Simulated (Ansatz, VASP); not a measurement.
# Two plane-wave programs on SiO2

```xyz
12
Lattice="4.9640 0.0000 0.0000 0.0000 4.9640 0.0000 0.0000 0.0000 6.9200" Properties=species:S:1:pos:R:3 pbc="T T T"
Si    1.5187    1.5187    0.0000
Si    0.9633    4.0007    1.7300
Si    3.4453    3.4453    3.4600
Si    4.0007    0.9633    5.1900
O     1.1743    0.5858    1.2858
O     1.8962    3.6563    3.0158
O     3.7897    4.3782    4.7458
O     3.0678    1.3077    6.4758
O     3.6563    1.8962    3.9042
O     4.3782    3.7897    2.1742
O     1.3077    3.0678    0.4442
O     0.5858    1.1743    5.6342
```

Alike in both runs: functional PBE; k mesh 5 × 5 × 4; occupations fermi-dirac, width 0.02 eV; no spin polarisation.

Ansatz relaxed the structure, and its values are those at the end. VASP's run is a single point on that final structure, the one shown.

|  | VASP | Ansatz |
| --- | --- | --- |
| version | VASP 6.6.1 | Ansatz 0.2.0 |
| potentials or method | VASP PAW PBE potentials, release 64 (Si, O) | plane-wave PAW, scalar-relativistic |
| plane-wave cutoff (eV) | 520 | 420 |
| valence electrons in the cell | 64 | 64 |

```tsv
	VASP	Ansatz	Ansatz less VASP
gap on the k mesh at the Fermi level (eV)	5.63	5.63	0.000
pressure (GPa)	1.5	1.3	-0.13
rms of the force components (eV/Å)	0.014	0.007	-0.0066
```

With one functional, cell and mesh, what is left measures potentials, basis and numerics. Ansatz's warnings: stress scf threshold loose.
